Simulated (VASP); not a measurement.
Runs of VASP 6.6.1 on Hf. The structure is that of space group Fm-3m (No. 225), or close to it. The cells are those of the table. This isn't the form of Hf at room conditions, which is hcp.

```csv
task,cell,k mesh,cutoff (eV),gap on the mesh (eV),pressure (GPa)
single point,"a = 3.126 Å, angles 60.0°, 1 atom",15 × 15 × 15,500,none,(a)
single point,"a = 2.774 Å, angles 60.0°, 1 atom",17 × 17 × 17,500,none,70.0
relaxation of cell and atoms,"relaxed to 71 GPa from a = 2.774 Å, angles 60.0°, 1 atom",17 × 17 × 17,600,none,71.0
relaxation of cell and atoms,"relaxed from a = 3.127 Å, angles 60.0°, 1 atom",15 × 15 × 15,500,none,0.0
```

Alike in all rows: level PBEsol; potentials or basis VASP PAW PBE potentials, release 64 (Hf_pv); no spin polarisation; smearing fermi-dirac 0.1 eV.

Fill in the values left out.

(a) -0.4.

Caveats: the PAW data sets were made with another functional, which shifts forces and pressure a little; spin-orbit coupling is left out, which moves the levels of the heavy elements; the cell stands under pressure (at least some runs); the cell is relaxed towards a set pressure, so the run minimises the enthalpy, not the energy (at least some runs).

A k mesh can miss the band edges, and the runs leave out spin-orbit coupling on Hf.

A gap of «none» marks levels without a gap at the run's occupations.
